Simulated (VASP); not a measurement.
Crystal: MgS.

```xyz
2
Lattice="-0.0094 2.8214 2.8214 2.8214 -0.0094 2.8214 2.8214 2.8214 -0.0094" Properties=species:S:1:pos:R:3 pbc="T T T"
Mg   -0.0018   -0.0018   -0.0018
S     1.4101    1.4101    1.4101
```

This cell differs from its parent crystal: strain along [111] -0.5%.

Base run:

```yaml
Program: VASP 6.6.1
Functional: HSE06
Potentials_or_basis: VASP PAW PBE potentials, release 64 (Mg, S)
Cutoff: 520 eV
k_mesh: 6 × 6 × 6
Occupations: gaussian, width 0.01 eV
Spin: no spin polarisation
```

Its results: band gap on the k mesh 4.52 eV; pressure 0.2 GPa.

The run is repeated on the same cell with these changes: functional from HSE06 to PBE; k mesh from 6 × 6 × 6 to 4 × 4 × 4. What comes out?

Band gap on the k mesh 3.46 eV; pressure 1.3 GPa.

Several settings changed at once.

Caveats: some runs use coarse meshes; the PAW data sets were made with another functional, which shifts forces and pressure a little (at least some runs).

A k mesh can miss the band edges.
